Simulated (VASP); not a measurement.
# Ga3BSb2 (P-6m2) in VASP: relaxation of cell and atoms with PBE

Aim: the relaxation of cell and atoms of Ga3BSb2 with PBE.

Program: VASP 6.6.1. These are calculated values, not measurements. Logs are shortened: lines on timing, memory, paths and dates and some standing lists are left out, and cuts for length are marked.

### 1 The cell of the first run

It takes space group P-6m2 (No. 187, hexagonal). Conventional cell: a = 4.345 Å, b = 4.345 Å, c = 7.568 Å, α = 90.00°, β = 90.00°, γ = 120.00°. Within 3.8 Å of Ga (site symmetry -6m2) lie 6 Ga at 2.89 Å and 2 Sb at 3.78 Å. Ga (site symmetry 3m) has 1 Sb at 2.34 Å and 4 Ga at 2.89 Å within 3.1 Å. Within 3.5 Å of B (site symmetry -6m2) lie 6 Sb at 2.51 Å and 6 Ga at 3.43 Å. Within 3.5 Å of Sb (site symmetry -6m2) lie 3 B at 2.51 Å and 3 Sb at 2.51 Å and 6 Ga at 3.43 Å. Within 3.1 Å of Sb (site symmetry -6m2) lie 2 Ga at 2.34 Å and 3 B at 2.51 Å and 3 Sb at 2.51 Å.

The cell was generated, and may not be a known phase.

### 2 Relaxation of cell and atoms, PBE

Input file INCAR:

```
SYSTEM = Ga3BSb2
PREC = Accurate
ENCUT = 560
EDIFF = 1E-7
ISMEAR = 0
SIGMA = 0.2
LREAL = .FALSE.
LASPH = .TRUE.
NELM = 120
ALGO = Normal
ISIF = 3
LWAVE = .FALSE.
LCHARG = .FALSE.
GGA = PE
IBRION = 2
NSW = 36
EDIFFG = -0.08
GGA_COMPAT = .FALSE.
NELMIN = 4
```

Input file KPOINTS:

```
regular mesh
0
G
  4 4 2
  0 0 0
```

Input file POSCAR:

```
Ga3BSb2
1.0
    4.3445124700      0.0000000000      0.0000000000
   -2.1722562400      3.7624581700      0.0000000000
    0.0000000000      0.0000000000      7.5680965800
Ga B Sb
3 1 2
Direct
    0.6666666700      0.3333333300      0.0000000000
    0.0000000000      0.0000000000      0.1906648600
    0.0000000000      0.0000000000      0.8093351400
    0.3333333300      0.6666666700      0.5000000000
    0.6666666700      0.3333333300      0.5000000000
    0.0000000000      0.0000000000      0.5000000000
```

Potentials or basis: VASP PAW PBE potentials, release 64 (Ga_d, B, Sb_d_GW).

The run is started by

```sh
$ cat potpaw_PBE.64/Ga_d/POTCAR potpaw_PBE.64/B/POTCAR potpaw_PBE.64/Sb_d_GW/POTCAR > POTCAR
$ mpirun -np 1 vasp_std > vasp.out
```

OUTCAR:

```text
SYSTEM = Ga3BSb2
   PREC = Accurate
   ENCUT = 560
   EDIFF = 1E-7
   ISMEAR = 0
   LREAL = .FALSE.
   LASPH = .TRUE.
   NELM = 120
   ISIF = 3
   GGA = PE
   IBRION = 2
   NSW = 36
   EDIFFG = -0.08
   NELMIN = 4

 ion  position               nearest neighbor table
   1  0.667  0.333  0.000-   2 2.89   3 2.89   2 2.89   3 2.89   2 2.89   3 2.89
   2  0.000  0.000  0.191-   6 2.34   3 2.89   1 2.89   1 2.89   1 2.89
   3  0.000  0.000  0.809-   6 2.34   2 2.89   1 2.89   1 2.89   1 2.89
   4  0.333  0.667  0.500-   5 2.51   6 2.51   5 2.51   6 2.51   6 2.51   5 2.51
   5  0.667  0.333  0.500-   4 2.51   6 2.51   4 2.51   6 2.51   6 2.51   4 2.51
   6  0.000  0.000  0.500-   2 2.34   3 2.34   4 2.51   5 2.51   5 2.51   4 2.51   5 2.51   4 2.51

  LATTYP: Found a hexagonal cell.
 ALAT       =     4.3445124700
 C/A-ratio  =     1.7419898394

  Lattice vectors:

 A1 = (   4.3445124700,   0.0000000000,   0.0000000000)
 A2 = (  -2.1722562400,   3.7624581700,   0.0000000000)
 A3 = (   0.0000000000,   0.0000000000,   7.5680965800)

Analysis of symmetry for initial positions (statically):
=====================================================================
 Subroutine PRICEL returns:
 Original cell was already a primitive cell.

 Routine SETGRP: Setting up the symmetry group for a
 hexagonal supercell.

 Subroutine GETGRP returns: Found 12 space group operations
 (whereof 12 operations were pure point group operations)
 out of a pool of 24 trial point group operations.

The static configuration has the point symmetry D_3h.

Analysis of symmetry for dynamics (positions and initial velocities):
=====================================================================
 Subroutine PRICEL returns:
 Original cell was already a primitive cell.

 Routine SETGRP: Setting up the symmetry group for a
 hexagonal supercell.

 Subroutine GETGRP returns: Found 12 space group operations
 (whereof 12 operations were pure point group operations)
 out of a pool of 24 trial point group operations.

The dynamic configuration has the point symmetry D_3h.

 Subroutine INISYM returns: Found 12 space group operations
 (whereof 12 operations are pure point group operations),
 and found     1 'primitive' translations

----------------------------------------------------------------------------------------

                                     Primitive cell

  volume of cell :     123.7085

  direct lattice vectors                    reciprocal lattice vectors
     4.344512470  0.000000000  0.000000000     0.230175424  0.132891843  0.000000000
    -2.172256240  3.762458170  0.000000000     0.000000000  0.265783686  0.000000000
     0.000000000  0.000000000  7.568096580     0.000000000  0.000000000  0.132133620

  length of vectors
     4.344512470  4.344512476  7.568096580     0.265783686  0.265783686  0.132133620

  position of ions in fractional coordinates (direct lattice)
     0.666666670  0.333333330  0.000000000
     0.000000000  0.000000000  0.190664860
     0.000000000  0.000000000  0.809335140
     0.333333330  0.666666670  0.500000000
     0.666666670  0.333333330  0.500000000
     0.000000000  0.000000000  0.500000000

  ion indices of the primitive-cell ions
   primitive index   ion index
                 1           1
                 2           2
                 3           3
                 4           4
                 5           5
                 6           6

----------------------------------------------------------------------------------------

 KPOINTS: regular mesh

Automatic generation of k-mesh.
 Grid dimensions read from file:
 generate k-points for:    4    4    2

 Generating k-lattice:

  Cartesian coordinates                     Fractional coordinates (reciprocal lattice)
     0.057543856  0.033222961  0.000000000     0.250000000  0.000000000  0.000000000
     0.000000000  0.066445921  0.000000000     0.000000000  0.250000000  0.000000000
     0.000000000  0.000000000  0.066066810     0.000000000  0.000000000  0.500000000

  Length of vectors
     0.066445922  0.066445921  0.066066810

  Shift w.r.t. Gamma in fractional coordinates (k-lattice)
     0.000000000  0.000000000  0.000000000

 Subroutine IBZKPT returns following result:
 ===========================================

 Found      8 irreducible k-points:

 Following reciprocal coordinates:
            Coordinates               Weight
  0.000000  0.000000  0.000000      1.000000
  0.250000  0.000000  0.000000      6.000000
  0.500000  0.000000  0.000000      3.000000
  0.250000  0.250000  0.000000      6.000000
  0.000000  0.000000  0.500000      1.000000
  0.250000  0.000000  0.500000      6.000000
  0.500000  0.000000  0.500000      3.000000
  0.250000  0.250000  0.500000      6.000000
   k-points           NKPTS =      8   k-points in BZ     NKDIM =      8   number of bands    NBANDS=     43
   number of dos      NEDOS =    301   number of ions     NIONS =      6
   total plane-waves  NPLWV =  77760
   dimension x,y,z NGX =    36 NGY =   36 NGZ =   60
   dimension x,y,z NGXF=    72 NGYF=   72 NGZF=  120
   ions per type =               3   1   2
   NGX,Y,Z   is equivalent  to a cutoff of  13.78, 13.78, 13.18 a.u.
   NGXF,Y,Z  is equivalent  to a cutoff of  27.55, 27.55, 26.36 a.u.
 SYSTEM =  Ga3BSb2
   PREC   = accura    normal or accurate (medium, high low for compatibility)
   ISTART =      0    job   : 0-new  1-cont  2-samecut
   ICHARG =      2    charge: 1-file 2-atom 10-const
   ISPIN  =      1    spin polarized calculation?
   LNONCOLLINEAR =      F non collinear calculations
   LSORBIT =      F    spin-orbit coupling
   LASPH  =      T    aspherical Exc in radial PAW
   ENCUT  =  560.0 eV  41.16 Ry    6.42 a.u.   8.38  8.38 14.60*2*pi/ulx,y,z
   NELM   =    120;   NELMIN=  4; NELMDL= -5     # of ELM steps
   EDIFF  = 0.1E-06   stopping-criterion for ELM
   LREAL  =      F    real-space projection
   EDIFFG = -.8E-01   stopping-criterion for IOM
   NSW    =     36    number of steps for IOM
   IBRION =      2    ionic relax: 0-MD 1-quasi-New 2-CG
   NFREE  =      1    steps in history (QN), initial steepest desc. (CG)
   ISIF   =      3    stress and relaxation
   ISYM   =      2    0-nonsym 1-usesym 2-fastsym
   POTIM  = 0.5000    time-step for ionic-motion
   TEBEG  =    0.0;   TEEND  =   0.0 temperature during run
   PSTRESS=    0.0 pullay stress
   NELECT =      72.0000    total number of electrons
   NUPDOWN=      -1.0000    fix difference up-down
   EMIN   =  10.00;   EMAX   =-10.00  energy-range for DOS
   EFERMI =   0.00;   METHOD = LEGACY
   ISMEAR =     0;   SIGMA  =   0.20  broadening in eV -4-tet -1-fermi 0-gaus
   EFERMI_NEDOS =   21; number of points for ismear=-14 and -15
   IALGO  =     38    algorithm
   IMIX   =      4    mixing-type and parameters
     AMIX     =   0.40;   BMIX     =  1.00
     AMIX_MAG =   1.60;   BMIX_MAG =  1.00
  volume/ion in A,a.u.               =      20.62       139.14
  Fermi-wavevector in a.u.,A,eV,Ry     =   1.366845  2.582962 25.419284  1.868265
  Thomas-Fermi vector in A             =   2.492950
   LORBIT       =      0    0 simple, 1 ext, 2 COOP (PROOUT), +10 PAW based schemes
   GGA     = PE    functional components
   LHFCALC =     F    Hartree Fock is set to
   AEXX    =    0.0000 exact exchange contribution
   IVDW    =     0    specifies the selected vdW correction
   LEPSILON=     F    determine dielectric tensor
   LRPA    =     F    only Hartree local field effects (RPA)
 conjugate gradient relaxation of ions
 non-spin polarized calculation
 Gauss-broadening in eV      SIGMA  =   0.20
  energy-cutoff  :      560.00
  volume of cell :      123.71
 maximum number of plane-waves:      3742
 NGX is ok and might be reduce to    36
   NGX = 17   NGY = 17   NGZ = 29

--------------------------------------- Ionic step        1  -------------------------------------------

 number of electron      71.9999979 magnetization

 Free energy of the ion-electron system (eV)
  ---------------------------------------------------
  ext. energy  EPLUGINS =         0.00000000
  ---------------------------------------------------
  free energy    TOTEN  =       -13.97224996 eV

  energy without entropy =      -13.89794608  energy(sigma->0) =      -13.93509802

 E-fermi :   5.3994     XC(G=0): -10.3643

 val. band max:        5.3476467068   @ k =   0.2500   0.0000   0.5000
 cond. band min:       5.6600493874   @ k =   0.5000   0.0000   0.5000
 fundamental gap:      0.3124026806
 Fermi energy:         5.3994012335

 k-point     1 :       0.0000    0.0000    0.0000
  band No.  band energies     occupation
      1     -24.6364      2.00000
      2     -24.5548      2.00000
      3     -24.5548      2.00000
      4     -24.4480      2.00000
      5     -24.4480      2.00000
      6     -24.0594      2.00000
[... 470 lines left out ...]
  FREE ENERGIE OF THE ION-ELECTRON SYSTEM (eV)
  ---------------------------------------------------
  free  energy   TOTEN  =       -17.5936505094 eV

  energy  without entropy=      -17.5042151775  energy(sigma->0) =      -17.54893284

[... ionic steps 4 to 13 ...]

--------------------------------------- Ionic step       14  -------------------------------------------

 number of electron      72.0000063 magnetization

------------------------ aborting loop because EDIFF is reached ----------------------------------------

  FORCE on cell =-STRESS in cart. coord.  units (eV):
  Direction    XX          YY          ZZ          XY          YZ          ZX
  --------------------------------------------------------------------------------------
  -------------------------------------------------------------------------------------
  Total       -0.4281902     -0.4281902      0.4132771      0.0000000      0.0000000      0.0000000
  in kB       -4.2028237     -4.2028237      4.0564472      0.0000000      0.0000000      0.0000000
  external PRESSURE =      -1.4497334 kB  Pullay stress =       0.0000000 kB
[... 65 lines left out ...]
  energy  without entropy=      -17.8012216694  energy(sigma->0) =      -17.83447722

--------------------------------------- Ionic step       16  -------------------------------------------

 number of electron      72.0000065 magnetization

 Free energy of the ion-electron system (eV)
  ---------------------------------------------------
  ext. energy  EPLUGINS =         0.00000000
  ---------------------------------------------------
  free energy    TOTEN  =       -17.86876194 eV

  energy without entropy =      -17.80354732  energy(sigma->0) =      -17.83615463

 E-fermi :   3.3589     XC(G=0):  -9.1338

 val. band max:        3.3286952804   @ k =   0.5000   0.0000   0.5000
 cond. band min:       3.3855450509   @ k =   0.0000   0.0000   0.0000
 fundamental gap:      0.0568497706
 Fermi energy:         3.3588806930

 k-point     1 :       0.0000    0.0000    0.0000
  band No.  band energies     occupation
      1     -26.3530      2.00000
      2     -26.3107      2.00000
      3     -26.3107      2.00000
      4     -26.3033      2.00000
      5     -26.3033      2.00000
      6     -25.8424      2.00000
[... 390 lines left out ...]
  FREE ENERGIE OF THE ION-ELECTRON SYSTEM (eV)
  ---------------------------------------------------
  free  energy   TOTEN  =       -17.8687619428 eV

  energy  without entropy=      -17.8035473248  energy(sigma->0) =      -17.83615463

 reached required accuracy - stopping structural energy minimisation
```

It took 7.3 min on 1 thread of Intel Xeon 6975P-C (Granite Rapids), shared host; peak memory 0.32 GiB.

Results:

| Quantity | Value |
| --- | --- |
| Free energy | -17.8688 eV |
| Relaxed volume | 27.12 Å³/atom |
| Relaxed cell | a = 4.967 Å, b = 4.967 Å, c = 7.615 Å, α = 90.00°, β = 90.00°, γ = 120.00° |
| Space group after relaxing (to 0.1 Å) | P-6m2 (No. 187) |
| Energy gained by relaxing | 649.4 meV/atom |
| Ionic steps | 16 |
| Pressure after relaxing | -0.1 GPa |
| Largest force after relaxing | 0.006 eV/Å |
| Band gap on the k mesh | zero (bands 36 and 37 overlap by 0.80 eV) |

Forces in eV/Å, atoms in the order of the input:
```
Ga   0.000  0.000  0.000
Ga   0.000  0.000 -0.006
Ga   0.000  0.000  0.006
B    0.000  0.000  0.000
Sb   0.000  0.000  0.000
Sb   0.000  0.000  0.000
```

The path:
```tsv
step	energy change (eV)	largest force (eV/Å)	pressure (GPa)	volume (Å³)
1	0.0000	4.3081	26.87	123.71
2	-3.3243	0.4038	-3.75	196.32
3	-3.6214	0.9171	-0.53	171.45
4	-3.6232	0.8726	-0.84	173.02
5	-3.7137	0.7366	-0.75	170.39
6	-3.8194	0.5554	0.60	162.62
7	-3.8274	0.0741	0.04	165.11
8	-3.8309	0.0948	0.19	164.32
9	-3.8703	0.2722	-0.24	164.30
10	-3.8746	0.6574	-0.27	164.17
11	-3.8816	0.4265	-0.32	164.25
12	-3.8821	0.4778	-0.31	164.24
13	-3.8817	0.0646	0.09	162.25
14	-3.8924	0.2223	-0.14	163.23
15	-3.8955	0.1123	0.01	162.42
16	-3.8965	0.0055	-0.05	162.69
```

Final structure:
```cif
data_structure
_symmetry_space_group_name_H-M 'P 1'
_symmetry_Int_Tables_number 1
_cell_length_a 4.9669
_cell_length_b 4.9669
_cell_length_c 7.6149
_cell_angle_alpha 90.000
_cell_angle_beta 90.000
_cell_angle_gamma 120.000
_cell_volume 162.69
loop_
_atom_site_label
_atom_site_type_symbol
_atom_site_fract_x
_atom_site_fract_y
_atom_site_fract_z
_atom_site_occupancy
Ga1 Ga 0.66667 0.33333 0.00000 1
Ga2 Ga 0.00000 0.00000 0.15409 1
Ga3 Ga 0.00000 0.00000 0.84591 1
B1 B 0.33333 0.66667 0.50000 1
Sb1 Sb 0.66667 0.33333 0.50000 1
Sb2 Sb 0.00000 0.00000 0.50000 1
```

Levels at points of the mesh, in eV from the Fermi level:
| k point | band 33 | band 34 | band 35 | band 36 | band 37 | band 38 | band 39 | band 40 |
| --- | --- | --- | --- | --- | --- | --- | --- | --- |
| (0.00, 0.00, 0.00) | -2.47 | -2.17 | -2.17 | -0.72 | 0.03 | 0.03 | 0.30 | 1.19 |
| (0.50, 0.00, 0.00) | -2.43 | -0.92 | 0.35 | 0.46 | 0.82 | 1.34 | 1.49 | 1.87 |
| (0.00, 0.00, 0.50) | -3.32 | -2.69 | -2.16 | -2.16 | -0.34 | -0.34 | 0.47 | 2.05 |
| (0.50, 0.00, 0.50) | -2.95 | -1.21 | -1.19 | -0.03 | 0.08 | 1.29 | 1.52 | 1.69 |

Caveat: the k points lie up to 0.41 Å⁻¹ apart in the final cell, too coarse for converged energies and pressures of a metal; the volume moved by over 15 % at a fixed basis, so the end points are rough; semilocal functionals underestimate gaps, and a narrow one can read as zero; spin-orbit coupling is left out, which moves the levels of the heavy elements.

The gap in the log of VASP goes by the Fermi energy; the results here count the filled bands.